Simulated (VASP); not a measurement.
# CsH (Immm) in VASP: notebook

The runs below take CsH through single point, with LDA.

Program: VASP 6.6.1. These are calculated values, not measurements. Logs are shortened: lines on timing, memory, paths and dates and some standing lists are left out, and cuts for length are marked.

**1. The cell of the first run**

Symmetry: Immm, No. 71, orthorhombic system. The conventional cell has a = 4.433 Å, b = 4.584 Å, c = 6.376 Å, α = 90.00°, β = 90.00°, γ = 90.00°. Within 4.2 Å of Cs (site symmetry mmm) lie 6 H at 3.19 Å. Within 4.2 Å of H (site symmetry mmm) lie 6 Cs at 3.19 Å.

**2. Single point, LDA**

File INCAR:

```
SYSTEM = CsH
PREC     = Accurate       ! precision mode
ENCUT    = 520            ! plane-wave cutoff, eV
EDIFF    = 1E-6           ! SCF threshold, eV
ISMEAR   = 0              ! smearing method
SIGMA    = 0.05           ! smearing width, eV
LREAL    = .FALSE.        ! projectors in reciprocal space
LASPH    = .TRUE.         ! aspherical terms in the spheres
NELM     = 80             ! most SCF steps
ALGO     = Normal         ! electronic algorithm
ISIF     = 2              ! what is computed and relaxed
LWAVE    = .FALSE.        ! write WAVECAR
LCHARG   = .FALSE.        ! write CHGCAR
NBANDS   = 12             ! bands
```

File KPOINTS:

```
regular mesh
0
G
  5 5 5
  0 0 0
```

File POSCAR:

```
CsH
1.0
    0.0531333333      3.1880000000      3.1880000000
    3.1880000000      0.0531333333      3.1880000000
    3.2411333333      3.2411333333      0.0000000000
Cs H
1 1
Direct
    0.0000000000      0.0000000000      0.0000000000
    0.5000000000      0.5000000000      0.5000000000
```

Potentials or basis: VASP PAW LDA potentials, release 64 (Cs_sv, H).

The run is started by

```console
$ cat potpaw_LDA.64/Cs_sv/POTCAR potpaw_LDA.64/H/POTCAR > POTCAR
$ mpirun -np 1 vasp_std > vasp.out
```

OUTCAR:

```text
SYSTEM = CsH
   PREC = Accurate
   ENCUT = 520
   EDIFF = 1E-6
   ISMEAR = 0
   LREAL = .FALSE.
   LASPH = .TRUE.
   NELM = 80
   ISIF = 2

 ion  position               nearest neighbor table
   1  0.000  0.000  0.000-
   2  0.500  0.500  0.500-

  LATTYP: Found a body centered orthorhombic cell.
 ALAT       =     4.4333709563
 B/A-ratio  =     1.0338983051
 C/A-ratio  =     1.4381832838

  Lattice vectors:

 A1 = (   3.1880000000,   0.0531333333,  -3.1880000000)
 A2 = (  -3.1880000000,  -0.0531333333,  -3.1880000000)
 A3 = (   0.0531333333,   3.1880000000,   3.1880000000)

Analysis of symmetry for initial positions (statically):
=====================================================================
 Subroutine PRICEL returns:
 Original cell was already a primitive cell.

 Routine SETGRP: Setting up the symmetry group for a
 body centered orthorhombic supercell.

 Subroutine GETGRP returns: Found  8 space group operations
 (whereof  8 operations were pure point group operations)
 out of a pool of  8 trial point group operations.

The static configuration has the point symmetry D_2h.

Analysis of symmetry for dynamics (positions and initial velocities):
=====================================================================
 Subroutine PRICEL returns:
 Original cell was already a primitive cell.

 Routine SETGRP: Setting up the symmetry group for a
 body centered orthorhombic supercell.

 Subroutine GETGRP returns: Found  8 space group operations
 (whereof  8 operations were pure point group operations)
 out of a pool of  8 trial point group operations.

The dynamic configuration has the point symmetry D_2h.

 Subroutine INISYM returns: Found  8 space group operations
 (whereof  8 operations are pure point group operations),
 and found     1 'primitive' translations

----------------------------------------------------------------------------------------

                                     Primitive cell

  volume of cell :      64.7835

  direct lattice vectors                    reciprocal lattice vectors
     0.053133333  3.188000000  3.188000000    -0.159496417  0.159496417  0.156838143
     3.188000000  0.053133333  3.188000000     0.159496417 -0.159496417  0.156838143
     3.241133333  3.241133333  0.000000000     0.154267026  0.154267026 -0.156838143

  length of vectors
     4.508825917  4.508825917  4.583654717     0.274729716  0.274729716  0.268690963

  position of ions in fractional coordinates (direct lattice)
     0.000000000  0.000000000  0.000000000
     0.500000000  0.500000000  0.500000000

  ion indices of the primitive-cell ions
   primitive index   ion index
                 1           1
                 2           2

----------------------------------------------------------------------------------------

 KPOINTS: regular mesh

Automatic generation of k-mesh.
 Grid dimensions read from file:
 generate k-points for:    5    5    5

 Generating k-lattice:

  Cartesian coordinates                     Fractional coordinates (reciprocal lattice)
    -0.031899283  0.031899283  0.031367629     0.200000000  0.000000000  0.000000000
     0.031899283 -0.031899283  0.031367629     0.000000000  0.200000000  0.000000000
     0.030853405  0.030853405 -0.031367629    -0.000000000 -0.000000000  0.200000000

  Length of vectors
     0.054945943  0.054945943  0.053738193

  Shift w.r.t. Gamma in fractional coordinates (k-lattice)
     0.000000000  0.000000000  0.000000000

 Subroutine IBZKPT returns following result:
 ===========================================

 Found     27 irreducible k-points:

 Following reciprocal coordinates:
            Coordinates               Weight
  0.000000  0.000000  0.000000      1.000000
  0.200000 -0.000000  0.000000      4.000000
  0.400000  0.000000  0.000000      4.000000
  0.200000  0.200000  0.000000      2.000000
  0.400000  0.200000  0.000000      4.000000
 -0.400000  0.200000  0.000000      4.000000
[... 16 lines left out ...]
 -0.200000  0.000000  0.400000      8.000000
  0.200000  0.200000  0.400000      2.000000
 [... further k-points ...]
   k-points           NKPTS =     27   k-points in BZ     NKDIM =     27   number of bands    NBANDS=     12
   number of dos      NEDOS =    301   number of ions     NIONS =      2
   total plane-waves  NPLWV =  46656
   dimension x,y,z NGX =    36 NGY =   36 NGZ =   36
   dimension x,y,z NGXF=    72 NGYF=   72 NGZF=   72
   ions per type =               1   1
   NGX,Y,Z   is equivalent  to a cutoff of  13.27, 13.27, 13.06 a.u.
   NGXF,Y,Z  is equivalent  to a cutoff of  26.55, 26.55, 26.11 a.u.
 SYSTEM =  CsH
   PREC   = accura    normal or accurate (medium, high low for compatibility)
   ISTART =      0    job   : 0-new  1-cont  2-samecut
   ICHARG =      2    charge: 1-file 2-atom 10-const
   ISPIN  =      1    spin polarized calculation?
   LNONCOLLINEAR =      F non collinear calculations
   LSORBIT =      F    spin-orbit coupling
   LASPH  =      T    aspherical Exc in radial PAW
   ENCUT  =  520.0 eV  38.22 Ry    6.18 a.u.   8.38  8.38  8.52*2*pi/ulx,y,z
   NELM   =     80;   NELMIN=  2; NELMDL= -5     # of ELM steps
   EDIFF  = 0.1E-05   stopping-criterion for ELM
   LREAL  =      F    real-space projection
   EDIFFG = 0.1E-04   stopping-criterion for IOM
   NSW    =      0    number of steps for IOM
   IBRION =     -1    ionic relax: 0-MD 1-quasi-New 2-CG
   NFREE  =      0    steps in history (QN), initial steepest desc. (CG)
   ISIF   =      2    stress and relaxation
   ISYM   =      2    0-nonsym 1-usesym 2-fastsym
   POTIM  = 0.5000    time-step for ionic-motion
   TEBEG  =    0.0;   TEEND  =   0.0 temperature during run
   PSTRESS=    0.0 pullay stress
   NELECT =      10.0000    total number of electrons
   NUPDOWN=      -1.0000    fix difference up-down
   EMIN   =  10.00;   EMAX   =-10.00  energy-range for DOS
   EFERMI =   0.00;   METHOD = LEGACY
   ISMEAR =     0;   SIGMA  =   0.05  broadening in eV -4-tet -1-fermi 0-gaus
   EFERMI_NEDOS =   21; number of points for ismear=-14 and -15
   IALGO  =     38    algorithm
   IMIX   =      4    mixing-type and parameters
     AMIX     =   0.40;   BMIX     =  1.00
     AMIX_MAG =   1.60;   BMIX_MAG =  1.00
  volume/ion in A,a.u.               =      32.39       218.59
  Fermi-wavevector in a.u.,A,eV,Ry     =   0.878186  1.659532 10.492969  0.771211
  Thomas-Fermi vector in A             =   1.998238
   LORBIT       =      0    0 simple, 1 ext, 2 COOP (PROOUT), +10 PAW based schemes
   GGA     = CA    functional components
   LHFCALC =     F    Hartree Fock is set to
   AEXX    =    0.0000 exact exchange contribution
   IVDW    =     0    specifies the selected vdW correction
   LEPSILON=     F    determine dielectric tensor
   LRPA    =     F    only Hartree local field effects (RPA)
 non-spin polarized calculation
 Gauss-broadening in eV      SIGMA  =   0.05
  energy-cutoff  :      520.00
  volume of cell :       64.78
 maximum number of plane-waves:      1763
 NGX is ok and might be reduce to    36
   NGX = 17   NGY = 17   NGZ = 17

 number of electron      10.0000000 magnetization

 Free energy of the ion-electron system (eV)
  ---------------------------------------------------
  ext. energy  EPLUGINS =         0.00000000
  ---------------------------------------------------
  free energy    TOTEN  =        -4.89109911 eV

  energy without entropy =       -4.89109911  energy(sigma->0) =       -4.89109911

 E-fermi :   0.0710     XC(G=0):  -7.5315

 val. band max:       -0.1916210607   @ k =   0.4000   0.0000   0.0000
 cond. band min:       2.2510762154   @ k =  -0.0000  -0.0000   0.4000
 fundamental gap:      2.4426972761
 Fermi energy:         0.0710365919

 k-point     1 :       0.0000    0.0000    0.0000
  band No.  band energies     occupation
      1     -21.4175      2.00000
      2      -7.8749      2.00000
      3      -7.8651      2.00000
      4      -7.8511      2.00000
      5      -1.8383      2.00000
      6       4.8635      0.00000
      7       4.9822      0.00000
      8       5.1722      0.00000
      9       5.7215      0.00000
     10       6.8346      0.00000
     11       6.8347      0.00000
     12       8.5408      0.00000

 k-point     2 :       0.2000   -0.0000    0.0000
  band No.  band energies     occupation
      1     -21.3882      2.00000
      2      -8.2009      2.00000
      3      -7.9087      2.00000
      4      -7.9011      2.00000
      5      -1.2395      2.00000
      6       3.9096      0.00000
      7       5.0238      0.00000
      8       5.2396      0.00000
      9       5.5279      0.00000
     10       6.3289      0.00000
     11       6.3911      0.00000
     12      10.1140      0.00000

 k-point     3 :       0.4000    0.0000    0.0000
  band No.  band energies     occupation
      1     -21.3401      2.00000
      2      -8.6791      2.00000
      3      -7.9646      2.00000
      4      -7.9619      2.00000
      5      -0.1916      2.00000
      6       2.2851      0.00000
      7       4.5281      0.00000
      8       4.7393      0.00000
      9       6.5326      0.00000
     10       7.6165      0.00000
     11       7.7894      0.00000
     12      10.4169      0.00000

 k-point     4 :       0.2000    0.2000    0.0000
  band No.  band energies     occupation
      1     -21.3812      2.00000
      2      -8.1845      2.00000
      3      -7.9812      2.00000
      4      -7.9463      2.00000
      5      -1.1942      2.00000
      6       3.9557      0.00000
      7       4.3007      0.00000
      8       5.4372      0.00000
      9       5.7025      0.00000
     10       6.6886      0.00000
     11       7.2343      0.00000
     12      10.3748      0.00000

 k-point     5 :       0.4000    0.2000    0.0000
  band No.  band energies     occupation
      1     -21.3403      2.00000
      2      -8.5052      2.00000
      3      -8.0689      2.00000
      4      -8.0455      2.00000
      5      -0.6687      2.00000
      6       3.1845      0.00000
      7       4.0700      0.00000
      8       5.3916      0.00000
      9       6.3237      0.00000
     10       7.6813      0.00000
     11       8.0701      0.00000
     12      10.4036      0.00000
[... 228 lines left out ...]
      1     -21.3212      2.00000
      2      -8.5644      2.00000
      3      -8.1207      2.00000
      4      -8.1195      2.00000
      5      -1.0932      2.00000
      6       3.0144      0.00000
      7       4.8234      0.00000
      8       7.1940      0.00000
      9       7.1958      0.00000
     10       7.6624      0.00000
     11       8.0967      0.00000
     12       9.8112      0.00000

 k-point    22 :      -0.4000   -0.0000    0.4000
  band No.  band energies     occupation
      1     -21.3118      2.00000
      2      -8.5365      2.00000
      3      -8.2952      2.00000
      4      -8.1049      2.00000
      5      -0.9046      2.00000
      6       3.1416      0.00000
      7       4.7976      0.00000
      8       6.4420      0.00000
      9       6.6168      0.00000
     10       8.2068      0.00000
     11       8.7641      0.00000
     12       9.5669      0.00000

 k-point    23 :      -0.2000    0.0000    0.4000
  band No.  band energies     occupation
      1     -21.3294      2.00000
      2      -8.6023      2.00000
      3      -8.1790      2.00000
      4      -7.9949      2.00000
      5      -0.3192      2.00000
      6       2.6600      0.00000
      7       4.3091      0.00000
      8       5.1278      0.00000
      9       7.3192      0.00000
     10       7.5223      0.00000
     11       8.2293      0.00000
     12       9.7270      0.00000

 k-point    24 :       0.2000    0.2000    0.4000
  band No.  band energies     occupation
      1     -21.3612      2.00000
      2      -8.3917      2.00000
      3      -8.0993      2.00000
      4      -7.9110      2.00000
      5      -0.6686      2.00000
      6       3.2632      0.00000
      7       3.9242      0.00000
      8       5.4641      0.00000
      9       6.0812      0.00000
     10       7.0414      0.00000
     11       7.9665      0.00000
     12      10.4827      0.00000

 [... further k-points ...]
[... 5 lines left out ...]
  --------------------------------------------------------------------------------------
  -------------------------------------------------------------------------------------
  Total       -0.5018965     -0.5018965     -0.5042088     -0.0736369      0.0000000      0.0000000
  in kB      -12.4125344    -12.4125344    -12.4697216     -1.8211332      0.0000000      0.0000000
  external PRESSURE =     -12.4315968 kB  Pullay stress =       0.0000000 kB

 VOLUME and BASIS-vectors are now :
 -----------------------------------------------------------------------------
  energy-cutoff  :      520.00
  volume of cell :       64.78
      direct lattice vectors                 reciprocal lattice vectors
     0.053133333  3.188000000  3.188000000    -0.159496417  0.159496417  0.156838143
     3.188000000  0.053133333  3.188000000     0.159496417 -0.159496417  0.156838143
     3.241133333  3.241133333  0.000000000     0.154267026  0.154267026 -0.156838143

 POSITION                                       TOTAL-FORCE (eV/Angst)
 -----------------------------------------------------------------------------------
      0.00000      0.00000      0.00000        -0.000000      0.000000      0.000000
      3.24113      3.24113      3.18800         0.000000     -0.000000     -0.000000
 -----------------------------------------------------------------------------------
    total drift:                               -0.000000      0.000000      0.000000

  FREE ENERGIE OF THE ION-ELECTRON SYSTEM (eV)
  ---------------------------------------------------
  free  energy   TOTEN  =        -4.8910991117 eV

  energy  without entropy=       -4.8910991117  energy(sigma->0) =       -4.89109911
```

It took 16 s on 1 thread of AMD EPYC 7R13 (Zen 3), shared host; peak memory 0.15 GiB.

What came out:

```
Free energy            : -4.8911 eV
Pressure               : -1.2 GPa
Band gap on the k mesh : 2.44 eV, indirect (least direct gap 2.46 eV)
```

Caveat: spin-orbit coupling is left out, which moves the levels of the heavy elements. A k mesh can miss the band edges.

**3. Single point, LDA**

File INCAR:

```
SYSTEM = CsH
ALGO = Normal
EDIFF = 1E-6
ENCUT = 520
ISIF = 2
ISMEAR = 0
LASPH = .TRUE.
LCHARG = .FALSE.
LREAL = .FALSE.
LWAVE = .FALSE.
NBANDS = 12
NELM = 60
PREC = Accurate
SIGMA = 0.05
```

File KPOINTS:

```
k-points
0
G
  5 5 5
  0 0 0
```

File POSCAR:

```
CsH
1.0
    0.0797000000      3.1880000000      3.1880000000
    3.1880000000      0.0797000000      3.1880000000
    3.2677000000      3.2677000000      0.0000000000
Cs H
1 1
Direct
    0.0000000000      0.0000000000      0.0000000000
    0.5000000000      0.5000000000      0.5000000000
```

Potentials or basis: VASP PAW LDA potentials, release 64 (Cs_sv, H).

The run is started by

```console
$ cat potpaw_LDA.64/Cs_sv/POTCAR potpaw_LDA.64/H/POTCAR > POTCAR
$ mpirun -np 1 vasp_std > vasp.out
```

Run time: 15 s. Hardware: 1 thread of AMD EPYC 7R13 (Zen 3), shared host; peak memory 0.15 GiB.

Results (log left out):

```yaml
Free_energy: -4.8897 eV
Pressure: -1.2 GPa
Band_gap_on_the_k_mesh: 2.43 eV, indirect (least direct gap 2.46 eV)
```

Stress tensor (GPa, compression positive):
```
-1.24 -0.27  0.00
-0.27 -1.24  0.00
 0.00  0.00 -1.26
```

Levels at points of the mesh, in eV from the valence-band top:
```tsv
k point	band 3	band 4	band 5	band 6	band 7	band 8
(0.00, 0.00, 0.00)	-7.68	-7.66	-1.65	4.98	5.13	5.44
```

Caveat: spin-orbit coupling is left out, which moves the levels of the heavy elements. As with any semilocal functional, this LDA gap is likely too small.
